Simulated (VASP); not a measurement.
# TiSi2 (Fddd) in VASP: single point with PBE

Aim: the single point of TiSi2 with PBE.

All numbers are computed with VASP 6.6.1; they aren't measurements. Logs are shortened: lines on timing, memory, paths and dates and some standing lists are left out, and cuts for length are marked.

## 1. The cell of the first run

Symmetry: Fddd, No. 70, orthorhombic system. The conventional cell has a = 4.808 Å, b = 8.270 Å, c = 8.559 Å, α = 90.00°, β = 90.00°, γ = 90.00°. Within 3.4 Å of Ti (site symmetry 222) lie 10 Si at 2.56 to 2.79 Å and 4 Ti at 3.21 Å. Si (site symmetry 2) has 9 Si at 2.53 to 3.21 Å and 5 Ti at 2.56 to 2.79 Å within 3.3 Å.

## 2. Single point, PBE

The input, INCAR:

```
SYSTEM = TiSi2
ALGO = Normal
EDIFF = 1E-7
ENCUT = 520
GGA = PE
ISIF = 2
ISMEAR = 0
LASPH = .TRUE.
LCHARG = .FALSE.
LREAL = .FALSE.
LWAVE = .FALSE.
NBANDS = 29
NELM = 100
PREC = Accurate
SIGMA = 0.15
```

The input, KPOINTS:

```
k-points
0
G
  14 14 14
  0 0 0
```

The input, POSCAR:

```
TiSi2
1.0
    0.0000000000      4.1351811263      4.2795976070
    2.4038689094      0.0000000000      4.2795976070
    2.4038689094      4.1351811263      0.0000000000
Ti Si
2 4
Direct
    0.7500000000      0.7500000000      0.7500000000
    0.5000000000      0.5000000000      0.5000000000
    0.0868244591      0.4131755409      0.0868244591
    0.4131755409      0.0868244591      0.4131755409
    0.1631755409      0.8368244591      0.1631755409
    0.8368244591      0.1631755409      0.8368244591
```

Potentials or basis: VASP PAW PBE potentials, release 64 (Ti_sv, Si).

The run is started by

```console
$ cat potpaw_PBE.64/Ti_sv/POTCAR potpaw_PBE.64/Si/POTCAR > POTCAR
$ mpirun -np 1 vasp_std > vasp.out
```

OUTCAR:

```text
SYSTEM = TiSi2
   EDIFF = 1E-7
   ENCUT = 520
   GGA = PE
   ISIF = 2
   ISMEAR = 0
   LASPH = .TRUE.
   LREAL = .FALSE.
   NELM = 100
   PREC = Accurate

 ion  position               nearest neighbor table
   1  0.750  0.750  0.750-   6 2.56   5 2.56   6 2.56   5 2.56   4 2.76   4 2.76   3 2.76   3 2.76
                             3 2.79   4 2.79
   2  0.500  0.500  0.500-   3 2.56   4 2.56   3 2.56   4 2.56   5 2.76   5 2.76   6 2.76   6 2.76
                             5 2.79   6 2.79
   3  0.087  0.413  0.087-   5 2.53   5 2.53   2 2.56   2 2.56   4 2.70   1 2.76   1 2.76   1 2.79
                             4 2.80   4 2.80
   4  0.413  0.087  0.413-   6 2.53   6 2.53   2 2.56   2 2.56   3 2.70   1 2.76   1 2.76   1 2.79
                             3 2.80   3 2.80
   5  0.163  0.837  0.163-   3 2.53   3 2.53   1 2.56   1 2.56   6 2.70   2 2.76   2 2.76   2 2.79
                             6 2.80   6 2.80
   6  0.837  0.163  0.837-   4 2.53   4 2.53   1 2.56   1 2.56   5 2.70   2 2.76   2 2.76   2 2.79
                             5 2.80   5 2.80

  LATTYP: Found a face centered orthorhombic cell.
 ALAT       =     4.8077378188
 B/A-ratio  =     1.7202190644
 C/A-ratio  =     1.7802957517

  Lattice vectors:

 A1 = (   0.0000000000,   4.1351811263,   4.2795976070)
 A2 = (   2.4038689094,   0.0000000000,   4.2795976070)
 A3 = (   2.4038689094,   4.1351811263,   0.0000000000)

Analysis of symmetry for initial positions (statically):
=====================================================================
 Subroutine PRICEL returns:
 Original cell was already a primitive cell.

 Routine SETGRP: Setting up the symmetry group for a
 face centered orthorhombic supercell.

 Subroutine GETGRP returns: Found  8 space group operations
 (whereof  4 operations were pure point group operations)
 out of a pool of  8 trial point group operations.

The static configuration has the point symmetry D_2 .
 The point group associated with its full space group is D_2h.

Analysis of symmetry for dynamics (positions and initial velocities):
=====================================================================
 Subroutine PRICEL returns:
 Original cell was already a primitive cell.

 Routine SETGRP: Setting up the symmetry group for a
 face centered orthorhombic supercell.

 Subroutine GETGRP returns: Found  8 space group operations
 (whereof  4 operations were pure point group operations)
 out of a pool of  8 trial point group operations.

The dynamic configuration has the point symmetry D_2 .
 The point group associated with its full space group is D_2h.

 Subroutine INISYM returns: Found  8 space group operations
 (whereof  4 operations are pure point group operations),
 and found     1 'primitive' translations

----------------------------------------------------------------------------------------

                                     Primitive cell

  volume of cell :      85.0821

  direct lattice vectors                    reciprocal lattice vectors
     0.000000000  4.135181126  4.279597607    -0.207998031  0.120913688  0.116833414
     2.403868909  0.000000000  4.279597607     0.207998031 -0.120913688  0.116833414
     2.403868909  4.135181126  0.000000000     0.207998031  0.120913688 -0.116833414

  length of vectors
     5.951023326  4.908517231  4.783127500     0.267457188  0.267457188  0.267457188

  position of ions in fractional coordinates (direct lattice)
     0.750000000  0.750000000  0.750000000
     0.500000000  0.500000000  0.500000000
     0.086824459  0.413175541  0.086824459
     0.413175541  0.086824459  0.413175541
     0.163175541  0.836824459  0.163175541
     0.836824459  0.163175541  0.836824459

  ion indices of the primitive-cell ions
   primitive index   ion index
                 1           1
                 2           2
                 3           3
                 4           4
                 5           5
                 6           6

----------------------------------------------------------------------------------------

 KPOINTS: k-points

Automatic generation of k-mesh.
 Grid dimensions read from file:
 generate k-points for:   14   14   14

 Generating k-lattice:

  Cartesian coordinates                     Fractional coordinates (reciprocal lattice)
    -0.014857002  0.008636692  0.008345244     0.071428571  0.000000000 -0.000000000
     0.014857002 -0.008636692  0.008345244     0.000000000  0.071428571  0.000000000
     0.014857002  0.008636692 -0.008345244    -0.000000000  0.000000000  0.071428571

  Length of vectors
     0.019104085  0.019104085  0.019104085

  Shift w.r.t. Gamma in fractional coordinates (k-lattice)
     0.000000000  0.000000000  0.000000000

 Subroutine IBZKPT returns following result:
 ===========================================

 Found    428 irreducible k-points:

 Following reciprocal coordinates:
            Coordinates               Weight
  0.000000  0.000000  0.000000      1.000000
  0.071429 -0.000000 -0.000000      8.000000
  0.142857 -0.000000  0.000000      8.000000
  0.214286  0.000000 -0.000000      8.000000
  0.285714 -0.000000 -0.000000      8.000000
  0.357143 -0.000000 -0.000000      8.000000
[... 16 lines left out ...]
  0.214286  0.142857 -0.000000      8.000000
  0.285714  0.142857 -0.000000      8.000000
 [... further k-points ...]
   k-points           NKPTS =    428   k-points in BZ     NKDIM =    428   number of bands    NBANDS=     29
   number of dos      NEDOS =    301   number of ions     NIONS =      6
   total plane-waves  NPLWV =  69120
   dimension x,y,z NGX =    48 NGY =   40 NGZ =   36
   dimension x,y,z NGXF=    96 NGYF=   80 NGZF=   72
   ions per type =               2   4
   NGX,Y,Z   is equivalent  to a cutoff of  13.41, 13.55, 12.51 a.u.
   NGXF,Y,Z  is equivalent  to a cutoff of  26.82, 27.10, 25.02 a.u.
 SYSTEM =  TiSi2
   PREC   = accura    normal or accurate (medium, high low for compatibility)
   ISTART =      0    job   : 0-new  1-cont  2-samecut
   ICHARG =      2    charge: 1-file 2-atom 10-const
   ISPIN  =      1    spin polarized calculation?
   LNONCOLLINEAR =      F non collinear calculations
   LSORBIT =      F    spin-orbit coupling
   LASPH  =      T    aspherical Exc in radial PAW
   ENCUT  =  520.0 eV  38.22 Ry    6.18 a.u.  11.06  9.13  8.89*2*pi/ulx,y,z
   NELM   =    100;   NELMIN=  2; NELMDL= -5     # of ELM steps
   EDIFF  = 0.1E-06   stopping-criterion for ELM
   LREAL  =      F    real-space projection
   EDIFFG = 0.1E-05   stopping-criterion for IOM
   NSW    =      0    number of steps for IOM
   IBRION =     -1    ionic relax: 0-MD 1-quasi-New 2-CG
   NFREE  =      0    steps in history (QN), initial steepest desc. (CG)
   ISIF   =      2    stress and relaxation
   ISYM   =      2    0-nonsym 1-usesym 2-fastsym
   POTIM  = 0.5000    time-step for ionic-motion
   TEBEG  =    0.0;   TEEND  =   0.0 temperature during run
   PSTRESS=    0.0 pullay stress
   NELECT =      40.0000    total number of electrons
   NUPDOWN=      -1.0000    fix difference up-down
   EMIN   =  10.00;   EMAX   =-10.00  energy-range for DOS
   EFERMI =   0.00;   METHOD = LEGACY
   ISMEAR =     0;   SIGMA  =   0.15  broadening in eV -4-tet -1-fermi 0-gaus
   EFERMI_NEDOS =   21; number of points for ismear=-14 and -15
   IALGO  =     38    algorithm
   IMIX   =      4    mixing-type and parameters
     AMIX     =   0.40;   BMIX     =  1.00
     AMIX_MAG =   1.60;   BMIX_MAG =  1.00
  volume/ion in A,a.u.               =      14.18        95.69
  Fermi-wavevector in a.u.,A,eV,Ry     =   1.272962  2.405549 22.047316  1.620432
  Thomas-Fermi vector in A             =   2.405812
   LORBIT       =      0    0 simple, 1 ext, 2 COOP (PROOUT), +10 PAW based schemes
   GGA     = PE    functional components
   LHFCALC =     F    Hartree Fock is set to
   AEXX    =    0.0000 exact exchange contribution
   IVDW    =     0    specifies the selected vdW correction
   LEPSILON=     F    determine dielectric tensor
   LRPA    =     F    only Hartree local field effects (RPA)
 non-spin polarized calculation
 Gauss-broadening in eV      SIGMA  =   0.15
  energy-cutoff  :      520.00
  volume of cell :       85.08
 maximum number of plane-waves:      2310
 NGX is ok and might be reduce to    48
   NGX = 23   NGY = 19   NGZ = 17

 number of electron      39.9999997 magnetization

 Free energy of the ion-electron system (eV)
  ---------------------------------------------------
  ext. energy  EPLUGINS =         0.00000000
  ---------------------------------------------------
  free energy    TOTEN  =       -40.71552946 eV

  energy without entropy =      -40.68990805  energy(sigma->0) =      -40.70271876

 E-fermi :  10.0205     XC(G=0): -11.6738

 val. band max:       10.0200440747   @ k =  -0.2143   0.2143   0.0000
 cond. band min:      10.0217177386   @ k =  -0.3571   0.0000   0.1429
 fundamental gap:      0.0016736639
 Fermi energy:        10.0204830264

 k-point     1 :       0.0000    0.0000    0.0000
  band No.  band energies     occupation
      1     -46.2917      2.00000
      2     -46.2649      2.00000
      3     -22.6606      2.00000
      4     -22.6584      2.00000
      5     -22.5782      2.00000
      6     -22.5638      2.00000
[... 21 lines left out ...]
     28      13.6942      0.00000
     29      13.7685      0.00000

 k-point     2 :       0.0714   -0.0000   -0.0000
  band No.  band energies     occupation
      1     -46.2915      2.00000
      2     -46.2652      2.00000
      3     -22.6606      2.00000
      4     -22.6580      2.00000
      5     -22.5795      2.00000
      6     -22.5638      2.00000
[... 21 lines left out ...]
     28      13.6174      0.00000
     29      13.7659      0.00000

 k-point     3 :       0.1429   -0.0000    0.0000
  band No.  band energies     occupation
      1     -46.2907      2.00000
      2     -46.2659      2.00000
      3     -22.6617      2.00000
      4     -22.6558      2.00000
      5     -22.5834      2.00000
      6     -22.5638      2.00000
[... 638 lines left out ...]
      5     -22.5928      2.00000
      6     -22.5604      2.00000
[... 21 lines left out ...]
     28      13.7538      0.00000
     29      14.3011      0.00000

 k-point    24 :       0.2857    0.1429   -0.0000
  band No.  band energies     occupation
      1     -46.2882      2.00000
      2     -46.2683      2.00000
      3     -22.6599      2.00000
      4     -22.6437      2.00000
      5     -22.5998      2.00000
      6     -22.5602      2.00000
[... 21 lines left out ...]
     28      13.9327      0.00000
     29      14.3401      0.00000

 [... further k-points ...]
[... 5 lines left out ...]
  --------------------------------------------------------------------------------------
  -------------------------------------------------------------------------------------
  Total       -0.0631819     -0.1312531      0.1256603      0.0000000      0.0000000      0.0000000
  in kB       -1.1897750     -2.4716215      2.3663043      0.0000000      0.0000000      0.0000000
  external PRESSURE =      -0.4316974 kB  Pullay stress =       0.0000000 kB

 VOLUME and BASIS-vectors are now :
 -----------------------------------------------------------------------------
  energy-cutoff  :      520.00
  volume of cell :       85.08
      direct lattice vectors                 reciprocal lattice vectors
     0.000000000  4.135181126  4.279597607    -0.207998031  0.120913688  0.116833414
     2.403868909  0.000000000  4.279597607     0.207998031 -0.120913688  0.116833414
     2.403868909  4.135181126  0.000000000     0.207998031  0.120913688 -0.116833414

 POSITION                                       TOTAL-FORCE (eV/Angst)
 -----------------------------------------------------------------------------------
      3.60580      6.20277      6.41940         0.000000      0.000000      0.000000
      2.40387      4.13518      4.27960        -0.000000      0.000000      0.000000
      1.20193      0.71807      2.13980         0.000000      0.007054     -0.000000
      1.20193      3.41711      2.13980         0.000000     -0.007054     -0.000000
      2.40387      1.34952      4.27960         0.000000     -0.007054     -0.000000
      2.40387      6.92084      4.27960         0.000000      0.007054     -0.000000
 -----------------------------------------------------------------------------------
    total drift:                               -0.000000     -0.000000     -0.000000

  FREE ENERGIE OF THE ION-ELECTRON SYSTEM (eV)
  ---------------------------------------------------
  free  energy   TOTEN  =       -40.7155294580 eV

  energy  without entropy=      -40.6899080534  energy(sigma->0) =      -40.70271876
```

Run time: 34 min. Hardware: 1 thread of Intel Xeon 8259CL, shared host; peak memory 0.89 GiB.

What came out:

```
Free energy            : -40.7155 eV
Pressure               : 0.0 GPa
Largest force          : 0.007 eV/Å
Band gap on the k mesh : zero (bands 20 and 21 overlap by 1.84 eV)
```

Forces in eV/Å, atoms in the order of the input:
```
Ti   0.000  0.000  0.000
Ti   0.000  0.000  0.000
Si   0.000  0.007  0.000
Si   0.000 -0.007  0.000
Si   0.000 -0.007  0.000
Si   0.000  0.007  0.000
```

Levels at points of the mesh, in eV from the Fermi level:
```tsv
k point	band 18	band 19	band 20	band 21	band 22	band 23
(0.00, 0.00, 0.00)	-2.06	-1.78	-1.37	-0.91	2.03	3.06
(0.50, 0.00, 0.00)	-1.04	-0.02	0.14	0.98	1.35	1.66
(0.50, 0.50, 0.00)	-1.57	-0.96	-0.96	0.76	0.76	3.17
(0.50, 0.00, 0.50)	-2.34	-0.86	-0.86	1.26	1.26	3.21
(0.00, 0.50, 0.50)	-1.15	-0.65	-0.65	0.85	0.85	2.24
```
